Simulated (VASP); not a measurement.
**LaP: single point with LDA**

The system is LaP.

```
La P
1.0
     0.03012    3.02756    3.02756
     3.02756    0.03012    3.02756
     3.02756    3.02756    0.03012
La P
1 1
Direct
  0.00000 0.00000 0.00000
  0.50000 0.50000 0.50000
```

This cell differs from its parent crystal: equal xy, yz and zx shear strains of +1 %.

```
Program             : VASP 6.6.1
Task                : single point
Functional          : LDA
Potentials or basis : VASP PAW LDA potentials, release 64 (La, P)
Cutoff              : 520 eV
k mesh              : 10 × 10 × 10
Occupations         : fermi-dirac, width 0.03 eV
Spin                : no spin polarisation
```

The pressure is -3.3 GPa and the band gap on the k mesh is zero (bands 8 and 9 overlap by 0.19 eV).

Stress tensor (GPa, compression positive):
```
-3.26 -0.34 -0.34
-0.34 -3.26 -0.34
-0.34 -0.34 -3.26
```

Levels at points of the mesh, in eV from the Fermi level:
```tsv
k point	band 4	band 5	band 6	band 7	band 8	band 9	band 10	band 11	band 12	band 13
(0.00, 0.00, 0.00)	-15.17	-9.11	0.08	0.13	0.13	1.65	1.79	1.79	2.51	2.64
(0.50, 0.00, 0.00)	-15.23	-7.60	-3.05	-1.71	-1.62	2.38	2.64	2.65	2.92	2.93
(0.50, 0.50, 0.00)	-15.37	-8.72	-0.85	-0.14	-0.11	-0.06	2.78	2.82	2.89	2.89
(0.50, 0.50, 0.50)	-15.22	-7.61	-3.05	-1.58	-1.58	2.37	2.65	2.65	2.91	2.91
```

It took 120 s on 1 thread of Intel Xeon 8259CL (shared host), peak memory 0.25 GiB.

Caveat: the cell differs from its parent crystal (equal xy, yz and zx shear strains of +1 %); the cell stands under tension; spin-orbit coupling is left out, which moves the levels of the heavy elements.
